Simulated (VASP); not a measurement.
# I (Fmmm) in VASP: notebook, part 2 of 3

VASP 6.6.1. Earlier steps stand in the parts before.

## Step 3: Single point, LDA

This run uses another cell than the first one, of 35.14 Å³/atom.

INCAR

```
PREC = Accurate
ENCUT = 520
EDIFF = 1E-7
ISMEAR = -1
SIGMA = 0.05
LREAL = False
LASPH = True
NELM = 60
ALGO = Normal
ISIF = 2
LWAVE = False
LCHARG = False
GGA = CA
NBANDS = 10
```

KPOINTS

```
Automatic mesh
0
Gamma
  9 9 9
```

POSCAR

```
I
1.0
    0.0000000000      2.2597316963      3.5447347292
    2.1932528163      0.0000000000      3.5447347292
    2.1932528163      2.2597316963      0.0000000000
I
1
Direct
    0.0000000000      0.0000000000      0.0000000000
```

Potentials or basis: VASP PAW LDA potentials, release 64 (I).

Command:

```bash
$ cat potpaw_LDA.64/I/POTCAR > POTCAR
$ mpirun -np 1 vasp_std > vasp.out
```

OUTCAR:

```text
PREC = Accurate
   ENCUT = 520
   EDIFF = 1E-7
   ISMEAR = -1
   LREAL = False
   LASPH = True
   NELM = 60
   ISIF = 2
   GGA = CA

 ion  position               nearest neighbor table
   1  0.000  0.000  0.000-

  LATTYP: Found a face centered orthorhombic cell.
 ALAT       =     4.3865056326
 B/A-ratio  =     1.0303106325
 C/A-ratio  =     1.6161997846

  Lattice vectors:

 A1 = (   0.0000000000,   2.2597316963,   3.5447347292)
 A2 = (   2.1932528163,   0.0000000000,   3.5447347292)
 A3 = (   2.1932528163,   2.2597316963,   0.0000000000)

Analysis of symmetry for initial positions (statically):
=====================================================================
 Subroutine PRICEL returns:
 Original cell was already a primitive cell.

 Routine SETGRP: Setting up the symmetry group for a
 face centered orthorhombic supercell.

 Subroutine GETGRP returns: Found  8 space group operations
 (whereof  8 operations were pure point group operations)
 out of a pool of  8 trial point group operations.

The static configuration has the point symmetry D_2h.

Analysis of symmetry for dynamics (positions and initial velocities):
=====================================================================
 Subroutine PRICEL returns:
 Original cell was already a primitive cell.

 Routine SETGRP: Setting up the symmetry group for a
 face centered orthorhombic supercell.

 Subroutine GETGRP returns: Found  8 space group operations
 (whereof  8 operations were pure point group operations)
 out of a pool of  8 trial point group operations.

The dynamic configuration has the point symmetry D_2h.

 Subroutine INISYM returns: Found  8 space group operations
 (whereof  8 operations are pure point group operations),
 and found     1 'primitive' translations

----------------------------------------------------------------------------------------

                                     Primitive cell

  volume of cell :      35.1366

  direct lattice vectors                    reciprocal lattice vectors
     0.000000000  2.259731696  3.544734729    -0.227971895  0.221265206  0.141054279
     2.193252816  0.000000000  3.544734729     0.227971895 -0.221265206  0.141054279
     2.193252816  2.259731696  0.000000000     0.227971895  0.221265206 -0.141054279

  length of vectors
     4.203752091  4.168393242  3.149086416     0.347600037  0.347600037  0.347600037

  position of ions in fractional coordinates (direct lattice)
     0.000000000  0.000000000  0.000000000

  ion indices of the primitive-cell ions
   primitive index   ion index
                 1           1

----------------------------------------------------------------------------------------

 KPOINTS: Automatic mesh

Automatic generation of k-mesh.
 Grid dimensions read from file:
 generate k-points for:    9    9    9

 Generating k-lattice:

  Cartesian coordinates                     Fractional coordinates (reciprocal lattice)
    -0.025330211  0.024585023  0.015672698     0.111111111 -0.000000000 -0.000000000
     0.025330211 -0.024585023  0.015672698     0.000000000  0.111111111  0.000000000
     0.025330211  0.024585023 -0.015672698     0.000000000  0.000000000  0.111111111

  Length of vectors
     0.038622226  0.038622226  0.038622226

  Shift w.r.t. Gamma in fractional coordinates (k-lattice)
     0.000000000  0.000000000  0.000000000

 Subroutine IBZKPT returns following result:
 ===========================================

 Found    125 irreducible k-points:

 Following reciprocal coordinates:
            Coordinates               Weight
  0.000000  0.000000  0.000000      1.000000
  0.111111  0.000000 -0.000000      8.000000
  0.222222 -0.000000 -0.000000      8.000000
  0.333333 -0.000000 -0.000000      8.000000
  0.444444 -0.000000 -0.000000      8.000000
  0.111111  0.111111  0.000000      2.000000
[... 16 lines left out ...]
 -0.333333  0.333333  0.000000      4.000000
  0.444444  0.444444  0.000000      2.000000
 [... further k-points ...]
   k-points           NKPTS =    125   k-points in BZ     NKDIM =    125   number of bands    NBANDS=     10
   number of dos      NEDOS =    301   number of ions     NIONS =      1
   total plane-waves  NPLWV =  24576
   dimension x,y,z NGX =    32 NGY =   32 NGZ =   24
   dimension x,y,z NGXF=    64 NGYF=   64 NGZF=   48
   ions per type =               1
   NGX,Y,Z   is equivalent  to a cutoff of  12.66, 12.76, 12.67 a.u.
   NGXF,Y,Z  is equivalent  to a cutoff of  25.31, 25.52, 25.34 a.u.
 SYSTEM =  unknown system
   PREC   = accura    normal or accurate (medium, high low for compatibility)
   ISTART =      0    job   : 0-new  1-cont  2-samecut
   ICHARG =      2    charge: 1-file 2-atom 10-const
   ISPIN  =      1    spin polarized calculation?
   LNONCOLLINEAR =      F non collinear calculations
   LSORBIT =      F    spin-orbit coupling
   LASPH  =      T    aspherical Exc in radial PAW
   ENCUT  =  520.0 eV  38.22 Ry    6.18 a.u.   7.82  7.75  5.86*2*pi/ulx,y,z
   NELM   =     60;   NELMIN=  2; NELMDL= -5     # of ELM steps
   EDIFF  = 0.1E-06   stopping-criterion for ELM
   LREAL  =      F    real-space projection
   EDIFFG = 0.1E-05   stopping-criterion for IOM
   NSW    =      0    number of steps for IOM
   IBRION =     -1    ionic relax: 0-MD 1-quasi-New 2-CG
   NFREE  =      0    steps in history (QN), initial steepest desc. (CG)
   ISIF   =      2    stress and relaxation
   ISYM   =      2    0-nonsym 1-usesym 2-fastsym
   POTIM  = 0.5000    time-step for ionic-motion
   TEBEG  =    0.0;   TEEND  =   0.0 temperature during run
   PSTRESS=    0.0 pullay stress
   NELECT =       7.0000    total number of electrons
   NUPDOWN=      -1.0000    fix difference up-down
   EMIN   =  10.00;   EMAX   =-10.00  energy-range for DOS
   EFERMI =   0.00;   METHOD = LEGACY
   ISMEAR =    -1;   SIGMA  =   0.05  broadening in eV -4-tet -1-fermi 0-gaus
   EFERMI_NEDOS =   21; number of points for ismear=-14 and -15
   IALGO  =     38    algorithm
   IMIX   =      4    mixing-type and parameters
     AMIX     =   0.40;   BMIX     =  1.00
     AMIX_MAG =   1.60;   BMIX_MAG =  1.00
  volume/ion in A,a.u.               =      35.14       237.11
  Fermi-wavevector in a.u.,A,eV,Ry     =   0.956139  1.806841 12.438473  0.914202
  Thomas-Fermi vector in A             =   2.085040
   LORBIT       =      0    0 simple, 1 ext, 2 COOP (PROOUT), +10 PAW based schemes
   GGA     = CA    functional components
   LHFCALC =     F    Hartree Fock is set to
   AEXX    =    0.0000 exact exchange contribution
   IVDW    =     0    specifies the selected vdW correction
   LEPSILON=     F    determine dielectric tensor
   LRPA    =     F    only Hartree local field effects (RPA)
 non-spin polarized calculation
  energy-cutoff  :      520.00
  volume of cell :       35.14
 maximum number of plane-waves:       963
   NGX = 15   NGY = 15   NGZ = 11

 number of electron       7.0000000 magnetization

 Free energy of the ion-electron system (eV)
  ---------------------------------------------------
  ext. energy  EPLUGINS =         0.00000000
  ---------------------------------------------------
  free energy    TOTEN  =        -1.95255282 eV

  energy without entropy =       -1.94738218  energy(sigma->0) =       -1.94996750

 E-fermi :   4.8997     XC(G=0):  -9.2550

 val. band max:        4.8872944796   @ k =   0.2222   0.4444   0.1111
 cond. band min:       4.9043699091   @ k =  -0.4444   0.3333   0.1111
 fundamental gap:      0.0170754295
 Fermi energy:         4.8996738552

 k-point     1 :       0.0000    0.0000    0.0000
  band No.  band energies     occupation
      1      -9.5913      2.00000
      2       3.3232      2.00000
      3       5.9383      0.00000
      4       6.0462      0.00000
      5       9.6189      0.00000
      6      12.4346      0.00000
      7      13.4670      0.00000
      8      16.7890      0.00000
      9      16.9208      0.00000
     10      16.9800      0.00000

 k-point     2 :       0.1111    0.0000   -0.0000
  band No.  band energies     occupation
      1      -9.4367      2.00000
      2       3.2350      2.00000
      3       4.7646      1.87423
      4       6.0844      0.00000
      5      10.0570      0.00000
      6      12.8929      0.00000
      7      14.2781      0.00000
      8      14.6950      0.00000
      9      17.0687      0.00000
     10      17.5929      0.00000
[... 274 lines left out ...]
 k-point    24 :       0.4444    0.4444    0.0000
  band No.  band energies     occupation
      1      -9.0876      2.00000
      2       0.0335      2.00000
      3       5.4939      0.00001
      4       5.6178      0.00000
      5      11.5438      0.00000
      6      11.9136      0.00000
      7      17.0064      0.00000
      8      20.7474      0.00000
      9      20.7940      0.00000
     10      21.9435      0.00000

 [... further k-points ...]
[... 5 lines left out ...]
  --------------------------------------------------------------------------------------
  -------------------------------------------------------------------------------------
  Total        0.0021017      0.0001013     -0.0087686      0.0000000      0.0000000      0.0000000
  in kB        0.0958360      0.0046202     -0.3998350      0.0000000      0.0000000      0.0000000
  external PRESSURE =      -0.0997929 kB  Pullay stress =       0.0000000 kB

 VOLUME and BASIS-vectors are now :
 -----------------------------------------------------------------------------
  energy-cutoff  :      520.00
  volume of cell :       35.14
      direct lattice vectors                 reciprocal lattice vectors
     0.000000000  2.259731696  3.544734729    -0.227971895  0.221265206  0.141054279
     2.193252816  0.000000000  3.544734729     0.227971895 -0.221265206  0.141054279
     2.193252816  2.259731696  0.000000000     0.227971895  0.221265206 -0.141054279

 POSITION                                       TOTAL-FORCE (eV/Angst)
 -----------------------------------------------------------------------------------
      0.00000      0.00000      0.00000         0.000000      0.000000      0.000000
 -----------------------------------------------------------------------------------
    total drift:                                0.000000      0.000000     -0.000000

  FREE ENERGIE OF THE ION-ELECTRON SYSTEM (eV)
  ---------------------------------------------------
  free  energy   TOTEN  =        -1.9525528179 eV

  energy  without entropy=       -1.9473821777  energy(sigma->0) =       -1.94996750
```

Run time: 16 s. Hardware: 1 thread of Intel Xeon Platinum 8488C (Sapphire Rapids), shared host; peak memory 0.17 GiB.

Results:

```
Free energy            : -1.9526 eV
Pressure               : 0.0 GPa
Band gap on the k mesh : zero (an odd number of electrons rules out a gap without spin polarisation)
```

Caveat: spin-orbit coupling is left out, which moves the levels of the heavy elements; an odd number of electrons without spin polarisation forces a metal; a magnetic or distorted state may lie lower.

(Continued in part 3 of 3.)

The gap in the log of VASP goes by the Fermi energy; the results here count the filled bands.